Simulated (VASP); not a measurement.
Write the native input for VASP 6.6.1 that does the following.

* Task: single point
* Functional: PBE
* Potentials or basis: VASP PAW PBE potentials, release 64 (Bi_d, H)
* Cutoff: 520 eV
* k mesh: 4 × 4 × 4
* Occupations: gaussian, width 0.1 eV
* Spin: no spin polarisation
* Dipole correction: no
* Further INCAR settings: ALGO = Normal; EDIFF = 1e-07; NBANDS = 28

The structure of BiH3 lies in POSCAR:

```
BiH3
1.0
    4.3082580794      0.0000000000      0.0000000000
    0.0000000000      4.3082580794      0.0000000000
    0.0000000000      0.0000000000      4.3082580794
Bi H
2 6
Direct
    0.0000000000      0.0000000000      0.0000000000
    0.5000000000      0.5000000000      0.5000000000
    0.2500000000      0.0000000000      0.5000000000
    0.5000000000      0.7500000000      0.0000000000
    0.7500000000      0.0000000000      0.5000000000
    0.5000000000      0.2500000000      0.0000000000
    0.0000000000      0.5000000000      0.7500000000
    0.0000000000      0.5000000000      0.2500000000
```

The input as run:

INCAR

```
PREC     = Accurate       # precision mode
ENCUT    = 520            # plane-wave cutoff, eV
EDIFF    = 1E-7           # SCF threshold, eV
ISMEAR   = 0              # smearing method
SIGMA    = 0.1            # smearing width, eV
LREAL    = F              # projectors in reciprocal space
LASPH    = T              # aspherical terms in the spheres
NELM     = 100            # most SCF steps
ALGO     = Normal         # electronic algorithm
ISIF     = 2              # what is computed and relaxed
LWAVE    = F              # write WAVECAR
LCHARG   = F              # write CHGCAR
GGA      = PE             # functional
NBANDS   = 28             # bands
```

KPOINTS

```
regular mesh
0
Gamma
  4 4 4
```

Potentials or basis: VASP PAW PBE potentials, release 64 (Bi_d, H).

Run with:

```bash
$ cat potpaw_PBE.64/Bi_d/POTCAR potpaw_PBE.64/H/POTCAR > POTCAR
$ mpirun -np 1 vasp_std > vasp.out
```

Results of the run:

The pressure is -0.4 GPa and the band gap on the k mesh is zero (band 18 reaches 6.84 eV, above the bottom of band 19 at 5.92 eV).

Caveat: the k points lie up to 0.36 Å⁻¹ apart; spin-orbit coupling is left out, which moves the levels of the heavy elements.

Run time: 31 s on 1 thread of AMD EPYC 7R43 64-Core Processor (Zen 3), with other jobs on the host, peak memory 0.14 GiB.
